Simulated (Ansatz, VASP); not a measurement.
## One calculation of NbRu3, two programs

```
Nb Ru
1.0
     3.85396    0.00000    0.00000
     0.00000    3.85396    0.00000
     0.00000    0.00000    3.85396
Nb Ru
1 3
Direct
  0.00000 0.00000 0.00000
  0.00000 0.50000 0.50000
  0.50000 0.00000 0.50000
  0.50000 0.50000 0.00000
```

Change from the starting cell: volume scaled by 0.98, crystal datasets.

Alike in both runs: task electric field gradients; functional LDA; k mesh 9 × 9 × 9; occupations fermi-dirac, width 0.05 eV; no spin polarisation.

```csv
,VASP,Ansatz
version,VASP 6.6.1,Ansatz 0.2.0
potentials or method,"VASP PAW LDA potentials, release 64 (Nb_sv, Ru_pv), cutoff 520 eV","all-electron PAW with datasets made for the crystal, scalar-relativistic"
```

Ansatz gave:

| Item | Value |
| --- | --- |
| pressure (GPa) | -5.9 |
| size of Vzz on the site where it differs most (V/Å²) | 7.6 |

**Question.** Which values does VASP return?

**Answer.** Pressure (GPa): -5.5; size of Vzz on the site where it differs most (V/Å²): 16.2.

LDA's correlation is that of Perdew and Zunger in VASP and of Perdew and Wang (1992) in Ansatz. Ansatz ran all-electron here, and VASP with PAW potentials.
